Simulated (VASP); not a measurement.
Write the native input for VASP 6.6.1 that does the following.

| Property | Result |
| --- | --- |
| Task | single point |
| Functional | revPBE |
| Potentials or basis | VASP PAW PBE potentials, release 64 (Mn_pv) |
| Cutoff | 520 eV |
| k mesh | 16 × 16 × 9 |
| Occupations | fermi-dirac, width 0.05 eV |
| Spin | collinear spin, antiferromagnetic start |
| Starting moments | [0.7, -0.7] μB |
| Dipole correction | no |
| Further INCAR settings | ALGO = Normal; EDIFF = 1e-06; NBANDS = 24 |

The structure of Mn lies in POSCAR:

```
Mn
1.0
    2.5319793531      0.0000000000      0.0000000000
   -1.2659896765      2.1927584416      0.0000000000
    0.0000000000      0.0000000000      4.1108394659
Mn
2
Direct
    0.3333333333      0.6666666667      0.2500000000
    0.6666666667      0.3333333333      0.7500000000
```

This isn't the form of Mn at room conditions, which is a 58-atom cubic cell.

These files were run (other wordings do the same):

INCAR

```
SYSTEM = Mn
PREC = Accurate ; ENCUT = 520
EDIFF = 1E-6 ; ISMEAR = -1
SIGMA = 0.05 ; LREAL = .False.
LASPH = .True. ; NELM = 150
ALGO = Normal ; ISIF = 2
LWAVE = .False. ; LCHARG = .False.
ISPIN = 2 ; MAGMOM = 0.7 -0.7
LORBIT = 11 ; LMAXMIX = 4
GGA = RE ; NBANDS = 24
```

KPOINTS

```
regular mesh
0
Gamma
  16 16 9
  0 0 0
```

Potentials or basis: VASP PAW PBE potentials, release 64 (Mn_pv).

Command:

```bash
$ cat potpaw_PBE.64/Mn_pv/POTCAR > POTCAR
$ mpirun -np 1 vasp_std > vasp.out
```

It gave:

| Quantity | Value |
| --- | --- |
| Pressure | -6.5 GPa |
| Band gap on the k mesh | zero (filled and empty bands overlap) |
| Net moment | 0.00 μB per cell |
| Site moments | Mn +1.05, -1.05 μB |
| Valence electrons inside the program's atomic spheres | Mn 11.87 |

Caveat: the cell stands under tension; the PAW data sets were made with another functional, which shifts forces and pressure a little.

Run time: 5 min on 1 thread of Intel Xeon 8259CL, on a shared host, peak memory 0.23 GiB.
